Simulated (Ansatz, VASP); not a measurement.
# Two plane-wave programs on ZnO

The input INCAR:

```
SYSTEM = ZnO
ALGO = Normal ; EDIFF = 1E-6
ENCUT = 520 ; GGA = PE
ISIF = 2 ; ISMEAR = 0
LASPH = .True. ; LCHARG = .False.
LREAL = .False. ; LWAVE = .False.
NBANDS = 26 ; NELM = 100
PREC = Accurate ; SIGMA = 0.05
```

The input KPOINTS:

```
k-points
0
Gamma
  12 12 6
  0 0 0
```

The input POSCAR:

```
ZnO
1.0
    3.2265713051      0.0000000000      0.0000000000
   -1.6132856525      2.7942927174      0.0000000000
    0.0000000000      0.0000000000      5.4681295902
Zn O
2 2
Direct
    0.3333333333      0.6666666667      0.0015026883
    0.6666666667      0.3333333333      0.5015026883
    0.3333333333      0.6666666667      0.3805973117
    0.6666666667      0.3333333333      0.8805973117
```

Input for Ansatz:

```yaml
crystal:
  lattice:
    - [3.2265713051, 0.0, 0.0]
    - [-1.6132856525, 2.7942927174, 0.0]
    - [0.0, 0.0, 5.4681295902]
  atoms:
    - { symbol: Zn, position: [0.3333333333, 0.6666666667, 0.0015026883] }
    - { symbol: Zn, position: [0.6666666667, 0.3333333333, 0.5015026883] }
    - { symbol: O, position: [0.3333333333, 0.6666666667, 0.3805973117] }
    - { symbol: O, position: [0.6666666667, 0.3333333333, 0.8805973117] }
basis:
  ecutwfc: 420
kpoints:
  mp_grid: { grid: [12, 12, 6] }
hamiltonian:
  xc: pbe
scf:
  occupations: { method: gaussian, width: 0.05 }
output:
  forces: true
  stress: true
  eigenvalues: true
```

Alike in both runs: task single point; functional PBE; k mesh 12 × 12 × 6; occupations gaussian, width 0.05 eV; no spin polarisation.

|  | VASP | Ansatz |
| --- | --- | --- |
| version | VASP 6.6.1 | Ansatz 0.2.0 |
| potentials or method | VASP PAW PBE potentials, release 64 (Zn, O), cutoff 520 eV | scalar-relativistic, plane waves, PAW |
| valence electrons in the cell | 36 | 36 |

VASP gave:

```
gap on the k mesh at the Fermi level (eV)                     : 0.65
least direct gap on the mesh (eV)                             : 0.65
pressure (GPa)                                                : 1.4
traceless stress, the component that is largest in VASP (GPa) : -6.42
rms of the force components (eV/Å)                            : 0.183
```

**Question.** What did Ansatz give for the same quantities?

**Answer.** gap on the k mesh at the Fermi level (eV): 0.67; least direct gap on the mesh (eV): 0.67; pressure (GPa): 0.5; traceless stress, the component that is largest in VASP (GPa): -6.14; rms of the force components (eV/Å): 0.165.

Atom by atom the forces differ by 0.018 eV/Å (rms over components). With one functional, cell and mesh, what is left measures potentials, basis and numerics.
